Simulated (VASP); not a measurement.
Here is a VASP 6.6.1 calculation.

INCAR

```
PREC = Accurate
ENCUT = 520
EDIFF = 1E-7
ISMEAR = 0
SIGMA = 0.01
LREAL = F
LASPH = T
NELM = 100
ALGO = Normal
ISIF = 2
LWAVE = F
LCHARG = T
GGA = CA
LELF = T
LVHAR = T
NBANDS = 11
```

The input KPOINTS:

```
regular mesh
0
Gamma
  10 10 10
```

Contents of POSCAR:

```
BN
1.0
    0.0000000000      1.8658463087      1.8658463087
    1.8658463087      0.0000000000      1.8658463087
    1.8658463087      1.8658463087      0.0000000000
B N
1 1
Direct
    0.0000000000      0.0000000000      0.0000000000
    0.2500000000      0.2500000000      0.2500000000
```

Potentials or basis: VASP PAW LDA potentials, release 64 (B, N).

Command:

```console
$ cat potpaw_LDA.64/B/POTCAR potpaw_LDA.64/N/POTCAR > POTCAR
$ mpirun -np 1 vasp_std > vasp.out
```

Predict the pressure.

-39.2 GPa.

Estimate the band gap on the k mesh.

4.23 eV, indirect (least direct gap 8.24 eV).

A k mesh can miss the band edges.
